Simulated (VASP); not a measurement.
Write the native input for VASP 6.6.1 that does the following.

```yaml
Task: relaxation of cell and atoms
Functional: PBE
Potentials_or_basis: VASP PAW PBE potentials, release 64 (Ba_sv, B)
Cutoff: 600 eV
k_mesh: 4 × 4 × 4
Occupations: gaussian, width 0.1 eV
Spin: no spin polarisation
Dipole_correction: no
Further_INCAR_settings: ALGO = Fast; EDIFF = 1e-06; IBRION = 2; EDIFFG = -0.04; NSW = 90; ISIF = 3
```

The structure of Ba3B2 lies in POSCAR:

```
Ba3B2
1.0
   -2.8098962800      2.8856709700      3.8398023500
    2.8098962800     -2.8856709700      3.8398023500
    2.8098962800      2.8856709700     -3.8398023500
Ba B
3 2
Direct
    0.2304068600      0.7304068600      0.5000000000
    0.7695931400      0.2695931400      0.5000000000
    0.5000000000      0.5000000000      0.0000000000
    0.0000000000      0.1639770200      0.1639770200
    0.0000000000      0.8360229800      0.8360229800
```

The cell was generated, and may not be a known phase.

The input as run:

INCAR

```
PREC = Accurate ; ENCUT = 600
EDIFF = 1E-6 ; ISMEAR = 0
SIGMA = 0.1 ; LREAL = F
LASPH = T ; NELM = 100
ALGO = Fast ; ISIF = 3
LWAVE = F ; LCHARG = F
GGA = PE ; IBRION = 2
NSW = 90 ; EDIFFG = -0.04
```

KPOINTS

```
regular mesh
0
Gamma
  4 4 4
```

Potentials or basis: VASP PAW PBE potentials, release 64 (Ba_sv, B).

Command:

```console
$ cat potpaw_PBE.64/Ba_sv/POTCAR potpaw_PBE.64/B/POTCAR > POTCAR
$ mpirun -np 1 vasp_std > vasp.out
```

It gave:

| Quantity | Value |
| --- | --- |
| Relaxed volume | 37.44 Å³/atom |
| Relaxed cell | a = 7.808 Å, b = 7.808 Å, c = 7.808 Å, α = 128.69°, β = 149.46°, γ = 60.90° |
| Space group after relaxing (to 0.1 Å) | Immm (No. 71) |
| Energy gained by relaxing | 628.2 meV/atom |
| Ionic steps | 54 |
| Pressure after relaxing | 0.1 GPa |
| Largest force after relaxing | 0.023 eV/Å |
| Band gap on the k mesh | zero (bands 18 and 19 overlap by 0.18 eV) |

Caveat: the volume moved by over 15 % at a fixed basis, so the end points are rough; spin-orbit coupling is left out, which moves the levels of the heavy elements.

Run time: 33 min on 1 thread of AMD EPYC 9R45 96-Core Processor (Zen 5) (shared host), peak memory 0.35 GiB.
